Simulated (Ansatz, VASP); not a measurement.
## Two plane-wave programs on Be4TeSe3

```
CELL_PARAMETERS angstrom
3.77266 0.00000 0.00000
0.00000 3.77266 0.00000
0.00000 0.00000 12.78654
ATOMIC_POSITIONS crystal
Be 0.50000 0.00000 0.99496
Be 0.50000 0.00000 0.51002
Be 0.00000 0.50000 0.99496
Be 0.00000 0.50000 0.51002
Te 0.50000 0.50000 0.38863
Se 0.50000 0.50000 0.89482
Se 0.00000 0.00000 0.09535
Se 0.00000 0.00000 0.61124
```

Change from the starting cell: species swapped into the Fe4Te3S type (P4mm, No. 99).

Alike in both runs: functional PBE; k mesh 3 × 3 × 1; occupations gaussian, width 0.15 eV; no spin polarisation.

Ansatz relaxed the structure, and its values are those at the end. VASP's run is a single point on that final structure, the one shown.

|  | VASP | Ansatz |
| --- | --- | --- |
| version | VASP 6.6.1 | Ansatz 0.2.0 |
| potentials or method | VASP PAW PBE potentials, release 64 (Be, Te, Se), cutoff 600 eV | scalar-relativistic, plane waves, PAW |
| valence electrons in the cell | 32 | 72 |

```csv
,VASP,Ansatz,Ansatz less VASP
gap on the k mesh at the Fermi level (eV),2.19,2.19,+0.001
least direct gap on the mesh (eV),2.19,2.19,+0.001
pressure (GPa),0.3,0.2,-0.15
rms of the force components (eV/Å),0.025,0.011,-0.0139
```

VASP's potentials hold 32 valence electrons a cell and Ansatz's 72, so a difference there can come from the potentials and not from the codes.

The k mesh is coarse, so the values compare programs but aren't converged. Spin-orbit coupling is off throughout.
